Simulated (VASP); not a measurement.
CoSi:

```
Co Si
1.0
     2.76267    0.00000    0.00000
     0.00000    2.76267    0.00000
     0.00000    0.00000    2.76267
Co Si
1 1
Direct
  0.00000 0.00000 0.00000
  0.50000 0.50000 0.50000
```

This cell differs from its parent crystal: volume scaled by 0.98.

Base run:

```yaml
Program: VASP 6.6.1
Functional: PBEsol
Potentials_or_basis: VASP PAW PBE potentials, release 64 (Co, Si)
Cutoff: 520 eV
k_mesh: 10 × 10 × 10
Occupations: fermi-dirac, width 0.05 eV
Spin: collinear spin, ferromagnetic start
Starting_moments: "[2.0, 0.0] μB"
```

Its results: pressure -2.0 GPa; net moment 0.51 μB per cell; site moments Co +0.50; Si +0.01 μB.

Q: The run is repeated on the same cell with these changes: functional from PBEsol to LDA; potentials or basis from VASP PAW PBE potentials, release 64 (Co, Si) to VASP PAW LDA potentials, release 64 (Co, Si). What comes out?

A: Pressure -8.5 GPa; net moment 0.17 μB per cell; site moments Co +0.17; Si +0.00 μB.

Caveats: the PAW data sets were made with another functional, which shifts forces and pressure a little (some runs).
